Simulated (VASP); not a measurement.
# V (P6_3/mmc) in VASP: settings compared, part 2 of 2

VASP 6.6.1. Earlier steps stand in the parts before.

### 3 Single point, LDA, collinear spin, ferromagnetic start (14.70 Å³/atom)

This run uses another cell than the first one, of 14.70 Å³/atom.

File INCAR:

```
PREC = Accurate
ENCUT = 520
EDIFF = 1E-6
ISMEAR = -1
SIGMA = 0.05
LREAL = F
LASPH = T
NELM = 150
ALGO = Fast
ISIF = 2
LWAVE = F
LCHARG = F
ISPIN = 2
MAGMOM = 2 2
LORBIT = 11
LMAXMIX = 4
NBANDS = 24
```

File KPOINTS:

```
regular mesh
0
Gamma
  12 12 6
```

File POSCAR:

```
V
1.0
    2.6553716605      0.0000000000      0.0000000000
   -1.3276858302      2.2996193144      0.0000000000
    0.0000000000      0.0000000000      4.8159739502
V
2
Direct
    0.3333333333      0.6666666667      0.2500000000
    0.6666666667      0.3333333333      0.7500000000
```

Potentials or basis: VASP PAW LDA potentials, release 64 (V_sv).

Started as:

```console
> cat potpaw_LDA.64/V_sv/POTCAR > POTCAR
> mpirun -np 1 vasp_std > vasp.out
```

OUTCAR:

```text
PREC = Accurate
   ENCUT = 520
   EDIFF = 1E-6
   ISMEAR = -1
   LREAL = F
   LASPH = T
   NELM = 150
   ISIF = 2
   ISPIN = 2
   LORBIT = 11

 ion  position               nearest neighbor table
   1  0.333  0.667  0.250-   2 2.85   2 2.85   2 2.85   2 2.85   2 2.85   2 2.85
   2  0.667  0.333  0.750-   1 2.85   1 2.85   1 2.85   1 2.85   1 2.85   1 2.85

  LATTYP: Found a hexagonal cell.
 ALAT       =     2.6553716605
 C/A-ratio  =     1.8136722711

  Lattice vectors:

 A1 = (   2.6553716605,   0.0000000000,   0.0000000000)
 A2 = (  -1.3276858302,   2.2996193144,   0.0000000000)
 A3 = (   0.0000000000,   0.0000000000,   4.8159739502)

Analysis of symmetry for initial positions (statically):
=====================================================================
 Subroutine PRICEL returns:
 Original cell was already a primitive cell.

 Routine SETGRP: Setting up the symmetry group for a
 hexagonal supercell.

 Subroutine GETGRP returns: Found 24 space group operations
 (whereof 12 operations were pure point group operations)
 out of a pool of 24 trial point group operations.

The static configuration has the point symmetry D_3d.
 The point group associated with its full space group is D_6h.

Analysis of symmetry for dynamics (positions and initial velocities):
=====================================================================
 Subroutine PRICEL returns:
 Original cell was already a primitive cell.

 Routine SETGRP: Setting up the symmetry group for a
 hexagonal supercell.

 Subroutine GETGRP returns: Found 24 space group operations
 (whereof 12 operations were pure point group operations)
 out of a pool of 24 trial point group operations.

The dynamic configuration has the point symmetry D_3d.
 The point group associated with its full space group is D_6h.

Analysis of structural, dynamic, and magnetic symmetry:
=====================================================================
 Subroutine PRICEL returns:
 Original cell was already a primitive cell.

 Routine SETGRP: Setting up the symmetry group for a
 hexagonal supercell.

 Subroutine GETGRP returns: Found 24 space group operations
 (whereof 12 operations were pure point group operations)
 out of a pool of 24 trial point group operations.

The overall configuration has the point symmetry D_3d.
 The point group associated with its full space group is D_6h.

 Subroutine INISYM returns: Found 24 space group operations
 (whereof 12 operations are pure point group operations),
 and found     1 'primitive' translations

----------------------------------------------------------------------------------------

                                     Primitive cell

  volume of cell :      29.4080

  direct lattice vectors                    reciprocal lattice vectors
     2.655371661  0.000000000  0.000000000     0.376595117  0.217427292  0.000000000
    -1.327685830  2.299619314  0.000000000     0.000000000  0.434854584  0.000000000
     0.000000000  0.000000000  4.815973950     0.000000000  0.000000000  0.207642319

  length of vectors
     2.655371661  2.655371660  4.815973950     0.434854584  0.434854584  0.207642319

  position of ions in fractional coordinates (direct lattice)
     0.333333333  0.666666667  0.250000000
     0.666666667  0.333333333  0.750000000

[... 63 lines left out ...]
   ions per type =               2
   NGX,Y,Z   is equivalent  to a cutoff of  12.52, 12.52, 12.43 a.u.
   NGXF,Y,Z  is equivalent  to a cutoff of  25.04, 25.04, 24.85 a.u.
 SYSTEM =  unknown system
   PREC   = accura    normal or accurate (medium, high low for compatibility)
   ISTART =      0    job   : 0-new  1-cont  2-samecut
   ICHARG =      2    charge: 1-file 2-atom 10-const
   ISPIN  =      2    spin polarized calculation?
   LNONCOLLINEAR =      F non collinear calculations
   LSORBIT =      F    spin-orbit coupling
   LASPH  =      T    aspherical Exc in radial PAW
   ENCUT  =  520.0 eV  38.22 Ry    6.18 a.u.   4.94  4.94  8.95*2*pi/ulx,y,z
   NELM   =    150;   NELMIN=  2; NELMDL= -5     # of ELM steps
   EDIFF  = 0.1E-05   stopping-criterion for ELM
   LREAL  =      F    real-space projection
[... 7 lines left out ...]
   TEBEG  =    0.0;   TEEND  =   0.0 temperature during run
   PSTRESS=    0.0 pullay stress
   NELECT =      26.0000    total number of electrons
   NUPDOWN=      -1.0000    fix difference up-down
   EMIN   =  10.00;   EMAX   =-10.00  energy-range for DOS
   EFERMI =   0.00;   METHOD = LEGACY
   ISMEAR =    -1;   SIGMA  =   0.05  broadening in eV -4-tet -1-fermi 0-gaus
   EFERMI_NEDOS =   21; number of points for ismear=-14 and -15
   IALGO  =     68    algorithm
   IMIX   =      4    mixing-type and parameters
     AMIX     =   0.40;   BMIX     =  1.00
     AMIX_MAG =   1.60;   BMIX_MAG =  1.00
  volume/ion in A,a.u.               =      14.70        99.23
  Fermi-wavevector in a.u.,A,eV,Ry     =   1.571246  2.969224 33.590248  2.468814
  Thomas-Fermi vector in A             =   2.672859
   LORBIT       =     11    0 simple, 1 ext, 2 COOP (PROOUT), +10 PAW based schemes
   GGA     = CA    functional components
   LHFCALC =     F    Hartree Fock is set to
   AEXX    =    0.0000 exact exchange contribution
   IVDW    =     0    specifies the selected vdW correction
   LEPSILON=     F    determine dielectric tensor
   LRPA    =     F    only Hartree local field effects (RPA)
 spin polarized calculation
 RMM-DIIS sequential band-by-band and
  energy-cutoff  :      520.00
  volume of cell :       29.41
 maximum number of plane-waves:       809
 NGX is ok and might be reduce to    20
   NGX =  9   NGY =  9   NGZ = 17

 number of electron      25.9999988 magnetization      -0.0101590

 number of electron      25.9999988 magnetization       0.0011490

 Free energy of the ion-electron system (eV)
  ---------------------------------------------------
  ext. energy  EPLUGINS =         0.00000000
  ---------------------------------------------------
  free energy    TOTEN  =       -19.11644444 eV

  energy without entropy =      -19.08785802  energy(sigma->0) =      -19.10215123

 E-fermi :   8.7461     XC(G=0): -12.7330

 val. band max:        8.7434528610   @ k =   0.1667  -0.0000   0.0000
 cond. band min:       8.7606120782   @ k =   0.3333   0.1667   0.5000
 fundamental gap:      0.0171592172
 Fermi energy:         8.7461265102

 spin component 1

 k-point     1 :       0.0000    0.0000    0.0000
  band No.  band energies     occupation
      1     -54.5590      1.00000
      2     -54.4706      1.00000
      3     -29.0403      1.00000
      4     -28.5038      1.00000
      5     -28.3739      1.00000
      6     -28.3739      1.00000
[... 637 lines left out ...]
     23      23.1443      0.00000
     24      25.0857      0.00000

 [... further k-points ...]

 spin component 2

 k-point     1 :       0.0000    0.0000    0.0000
  band No.  band energies     occupation
      1     -54.5586      1.00000
      2     -54.4702      1.00000
      3     -29.0399      1.00000
      4     -28.5034      1.00000
      5     -28.3734      1.00000
      6     -28.3734      1.00000
[... 637 lines left out ...]
     23      23.1446      0.00000
     24      25.0861      0.00000

 [... further k-points ...]

------------------------ aborting loop because EDIFF is reached ----------------------------------------

  FORCE on cell =-STRESS in cart. coord.  units (eV):
  Direction    XX          YY          ZZ          XY          YZ          ZX
  --------------------------------------------------------------------------------------
  -------------------------------------------------------------------------------------
  Total       -3.8258892     -3.8258892     -3.4888730     -0.0000000      0.0000000      0.0000000
  in kB     -208.4383274   -208.4383274   -190.0773410     -0.0000000      0.0000000      0.0000000
  external PRESSURE =    -202.3179986 kB  Pullay stress =       0.0000000 kB

 VOLUME and BASIS-vectors are now :
 -----------------------------------------------------------------------------
  energy-cutoff  :      520.00
  volume of cell :       29.41
      direct lattice vectors                 reciprocal lattice vectors
     2.655371661  0.000000000  0.000000000     0.376595117  0.217427292  0.000000000
    -1.327685830  2.299619314  0.000000000     0.000000000  0.434854584  0.000000000
     0.000000000  0.000000000  4.815973950     0.000000000  0.000000000  0.207642319

 POSITION                                       TOTAL-FORCE (eV/Angst)
 -----------------------------------------------------------------------------------
     -0.00000      1.53308      1.20399        -0.000000      0.000000      0.000000
      1.32769      0.76654      3.61198         0.000000     -0.000000      0.000000
 -----------------------------------------------------------------------------------
    total drift:                               -0.000000      0.000000     -0.000000

  FREE ENERGIE OF THE ION-ELECTRON SYSTEM (eV)
  ---------------------------------------------------
  free  energy   TOTEN  =       -19.1164444380 eV

  energy  without entropy=      -19.0878580178  energy(sigma->0) =      -19.10215123

 total charge

# of ion       s       p       d       tot
------------------------------------------
    1        2.330   6.186   3.045  11.562
    2        2.330   6.186   3.045  11.562
--------------------------------------------------
tot          4.660  12.373   6.090  23.124

 magnetization (x)

# of ion       s       p       d       tot
------------------------------------------
    1        0.000   0.000   0.000   0.000
    2        0.000   0.000   0.000   0.000
--------------------------------------------------
tot          0.000   0.000   0.001   0.001
```

Run time: 2.6 min. Hardware: 1 thread of Intel Xeon 8259CL, shared host; peak memory 0.19 GiB.

Results:

```yaml
Free_energy: -19.1164 eV
Pressure: -20.2 GPa
Band_gap_on_the_k_mesh: zero (filled and empty bands overlap)
Net_moment: 0.00 μB per cell
Valence_electrons_inside_the_program's_atomic_spheres: V 11.56
```

Caveat: the cell stands under tension; the moments typed at the start vanished in this run.

### 4 Single point, PBEsol, collinear spin, ferromagnetic start (14.70 Å³/atom)

This run uses another cell than the first one, of 14.70 Å³/atom.

File INCAR:

```
SYSTEM = V
  PREC = Accurate
  ENCUT = 520
  EDIFF = 1E-7
  ISMEAR = -1
  SIGMA = 0.05
  LREAL = .False.
  LASPH = .True.
  NELM = 150
  ALGO = Normal
  ISIF = 2
  LWAVE = .False.
  LCHARG = .False.
  ISPIN = 2
  MAGMOM = 2 2
  LORBIT = 11
  LMAXMIX = 4
  GGA = PS
  NBANDS = 24
```

File KPOINTS:

```
regular mesh
0
Gamma
  12 12 6
  0 0 0
```

POSCAR is that of step 3.

Potentials or basis: VASP PAW PBE potentials, release 64 (V_sv).

Started as:

```console
> cat potpaw_PBE.64/V_sv/POTCAR > POTCAR
> mpirun -np 1 vasp_std > vasp.out
```

Run time: 2.7 min. Hardware: 1 thread of Intel Xeon 8259CL, shared host; peak memory 0.2 GiB.

It converged, with:

```yaml
Free_energy: -18.6109 eV
Pressure: -15.3 GPa
Band_gap_on_the_k_mesh: zero (filled and empty bands overlap)
Net_moment: 0.00 μB per cell
Valence_electrons_inside_the_program's_atomic_spheres: V 11.54
```

Stress tensor (GPa, compression positive):
```
-15.29   0.00   0.00
  0.00 -15.29   0.00
  0.00   0.00 -15.20
```

Levels at points of the mesh, in eV from the Fermi level:
Spin up:
```tsv
k point	band 9	band 10	band 11	band 12	band 13	band 14	band 15	band 16	band 17	band 18
(0.00, 0.00, 0.00)	-6.70	-3.30	-0.52	-0.30	0.33	0.33	0.62	0.62	1.70	1.70
(0.50, 0.00, 0.00)	-2.72	-2.71	-2.49	-0.33	-0.23	0.28	0.59	2.73	3.27	3.37
(0.00, 0.00, 0.50)	-5.01	-5.01	-0.94	-0.94	0.36	0.36	0.36	0.36	2.32	2.32
(0.50, 0.00, 0.50)	-3.04	-3.04	-1.65	-1.65	1.48	1.48	1.54	1.54	3.33	3.33
```
Spin down:
```csv
k point,band 9,band 10,band 11,band 12,band 13,band 14,band 15,band 16,band 17,band 18
"(0.00, 0.00, 0.00)",-6.70,-3.30,-0.52,-0.30,0.33,0.33,0.62,0.62,1.70,1.70
"(0.50, 0.00, 0.00)",-2.72,-2.71,-2.49,-0.33,-0.23,0.28,0.59,2.73,3.27,3.37
"(0.00, 0.00, 0.50)",-5.01,-5.01,-0.94,-0.94,0.36,0.36,0.36,0.36,2.32,2.32
"(0.50, 0.00, 0.50)",-3.04,-3.04,-1.65,-1.65,1.48,1.48,1.54,1.54,3.33,3.33
```

Caveat: the cell stands under tension; the moments typed at the start vanished in this run; the PAW data sets were made with another functional, which shifts forces and pressure a little.

### 5 Summary

```csv
level,potentials or basis,cell,gap on the mesh (eV),pressure (GPa),moment (μB)
PBEsol,"VASP PAW PBE potentials, release 64 (V_sv)","a = 2.639, b = 2.639, c = 4.785 Å, angles 90.0, 90.0, 120.0°, 2 atoms",none,-12.8,0.00
LDA,"VASP PAW LDA potentials, release 64 (V_sv)","a = 2.655, b = 2.655, c = 4.816 Å, angles 90.0, 90.0, 120.0°, 2 atoms",none,-20.2,0.00
PBEsol,"VASP PAW PBE potentials, release 64 (V_sv)","a = 2.655, b = 2.655, c = 4.816 Å, angles 90.0, 90.0, 120.0°, 2 atoms",none,-15.3,0.00
```

Alike in all rows: task single point; spin collinear, ferromagnetic start; k mesh 12 × 12 × 6; cutoff (eV) 520; smearing fermi-dirac 0.05 eV.

Caveats: the cell stands under tension; the moments typed at the start vanished in this run; the PAW data sets were made with another functional, which shifts forces and pressure a little (at least some runs).

Absolute energies hang on the potentials; compare differences alone.
